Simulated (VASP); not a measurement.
## Ti: electric field gradients with PBEsol

Crystal: Ti.

```
CELL_PARAMETERS angstrom
2.94013 0.00000 0.00000
-1.47007 2.54623 0.00000
0.00000 0.00000 4.67033
ATOMIC_POSITIONS crystal
Ti 0.33333 0.66667 0.25000
Ti 0.66667 0.33333 0.75000
```

This cell differs from its parent crystal: volume scaled by 0.99.

- Program: VASP 6.6.1
- Task: electric field gradients
- Functional: PBEsol
- Potentials or basis: VASP PAW PBE potentials, release 64 (Ti_sv)
- Cutoff: 520 eV
- k mesh: 13 × 13 × 7
- Occupations: fermi-dirac, width 0.08 eV
- Spin: no spin polarisation
- Dipole correction: no
- Further INCAR settings: ALGO = Normal; EDIFF = 1e-08; NBANDS = 19

```yaml
Pressure: -5.0 GPa
Band_gap_on_the_k_mesh: zero (band 12 reaches 8.91 eV, above the bottom of band 13 at 7.81 eV)
```

Stress tensor (GPa, compression positive):
```
-4.88  0.00  0.00
 0.00 -4.88  0.00
 0.00  0.00 -5.34
```

Levels at points of the mesh, in eV from the Fermi level:
```csv
k point,band 8,band 9,band 10,band 11,band 12,band 13,band 14,band 15,band 16,band 17
"(0.00, 0.00, 0.00)",-32.57,-6.18,-2.67,0.75,0.79,0.79,0.88,1.28,1.28,1.64
```

Electric field gradients, principal values (V/Å²):
```tsv
atom	least	middle	greatest (by size)
1 Ti	-8.485	-8.485	16.970
2 Ti	-8.485	-8.485	16.970
```

It took 28 s on 1 thread of Intel(R) Xeon(R) 6975P-C (Granite Rapids), on a shared host, peak memory 0.18 GiB.

Caveat: without QUAD_EFG the Cq values of the log hold for a quadrupole moment of 1 mb, not for the nuclei; the PAW data sets were made with another functional, which shifts forces and pressure a little.
